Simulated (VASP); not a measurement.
**BaTiO3: single point with r2SCAN**

BaTiO3:

```xyz
5
Lattice="4.0118 0.0000 0.0000 0.0000 4.0118 0.0000 0.0000 0.0000 4.0576" Properties=species:S:1:pos:R:3 pbc="T T T"
Ba    2.0059    2.0059    2.3637
Ti    0.0000    0.0000    0.4030
O     0.0000    2.0059    0.2606
O     2.0059    0.0000    0.2606
O     0.0000    0.0000    2.2305
```

This cell differs from its parent crystal: epitaxial xy strain +1.0%.

```
Program             : VASP 6.6.1
Task                : single point
Functional          : r2SCAN
Potentials or basis : VASP PAW PBE potentials, release 64 (Ba_sv, Ti_sv, O)
Cutoff              : 520 eV
k mesh              : 6 × 6 × 6
Occupations         : gaussian, width 0.01 eV
Spin                : non-collinear spin, zero start, spin-orbit coupling
Starting moments    : [[0.0, 0.0, 0.0], [0.0, 0.0, 0.0], [0.0, 0.0, 0.0], [0.0, 0.0, 0.0], [0.0, 0.0, 0.0]] μB
```

The pressure is 0.1 GPa and the largest force is 0.162 eV/Å. The net moment is 0.00 μB per cell and the valence electrons inside the program's atomic spheres are Ba 7.98; Ti 10.16; O 5.06, 5.07 (each value once).

Forces in eV/Å, atoms in the order of the input:
```
Ba   0.000  0.000 -0.023
Ti   0.000  0.000 -0.162
O    0.000  0.000  0.015
O    0.000  0.000  0.015
O    0.000  0.000  0.155
```

Stress tensor (GPa, compression positive):
```
-0.97  0.00  0.00
 0.00 -0.97  0.00
 0.00  0.00  2.11
```

Moments on the atoms (μB; x, y, z):
```
Ba  0.00 0.00 0.00
Ti  0.00 0.00 0.00
O   0.00 0.00 0.00
O   0.00 0.00 0.00
O   0.00 0.00 0.00
```

It took 20 min on 1 thread of Intel(R) Xeon(R) 6975P-C (Granite Rapids), with other jobs on the host, peak memory 0.54 GiB.

Caveat: the cell differs from its parent crystal (epitaxial xy strain +1.0%); the PAW data sets were made with another functional, which shifts forces and pressure a little.
